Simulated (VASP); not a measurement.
A run of VASP 6.6.1:

POSCAR

```
CuAu3
1.0
    4.0109680156      0.0000000000      0.0000000000
    0.0000000000      4.0109680156      0.0000000000
    0.0000000000      0.0000000000      4.0109680156
Cu Au
1 3
Direct
    0.0000000000      0.0000000000      0.0000000000
    0.0000000000      0.5000000000      0.5000000000
    0.5000000000      0.0000000000      0.5000000000
    0.5000000000      0.5000000000      0.0000000000
```

Contents of INCAR.step1:

```
SYSTEM = CuAu3
ALGO     = Normal         ! electronic algorithm
EDIFF    = 1E-4           ! SCF threshold, eV
ENCUT    = 520            ! plane-wave cutoff, eV
GGA      = PE             ! functional
ISMEAR   = 0              ! smearing method
LASPH    = .True.         ! aspherical terms in the spheres
LCHARG   = .False.        ! write CHGCAR
LREAL    = .False.        ! projectors in reciprocal space
LWAVE    = .True.         ! write WAVECAR
NBANDS   = 30             ! bands
NELM     = 80             ! most SCF steps
PREC     = Accurate       ! precision mode
SIGMA    = 0.1            ! smearing width, eV
```

The input INCAR.step2:

```
SYSTEM = CuAu3
ALGO     = Normal         ! electronic algorithm
EDIFF    = 1E-6           ! SCF threshold, eV
ENCUT    = 520            ! plane-wave cutoff, eV
ISIF     = 2              ! what is computed and relaxed
ISMEAR   = 0              ! smearing method
ISTART   = 1            
LASPH    = .True.         ! aspherical terms in the spheres
LCHARG   = .True.         ! write CHGCAR
LELF     = .True.         ! ELF
LMIXTAU  = .True.       
LREAL    = .False.        ! projectors in reciprocal space
LVHAR    = .True.       
LWAVE    = .False.        ! write WAVECAR
METAGGA  = R2SCAN         ! meta-GGA
NBANDS   = 30             ! bands
NELM     = 80             ! most SCF steps
PREC     = Accurate       ! precision mode
SIGMA    = 0.1            ! smearing width, eV
```

File KPOINTS:

```
k-points
0
Gamma
  14 14 14
  0 0 0
```

Potentials or basis: VASP PAW PBE potentials, release 64 (Cu, Au).

Run with:

```bash
$ cat potpaw_PBE.64/Cu/POTCAR potpaw_PBE.64/Au/POTCAR > POTCAR
$ cp INCAR.step1 INCAR
$ mpirun -np 1 vasp_std > vasp.out
$ cp INCAR.step2 INCAR
$ mpirun -np 1 vasp_std > vasp.out
```

Hardware: 1 thread of AMD EPYC 7R43 64-Core Processor (Zen 3), with other jobs on the host.

Task: How long does it take, and how much memory?

Result: Run time: 26 min on 1 thread of AMD EPYC 7R43 64-Core Processor (Zen 3) (shared host), peak memory 0.29 GiB. Counts: k points 120.
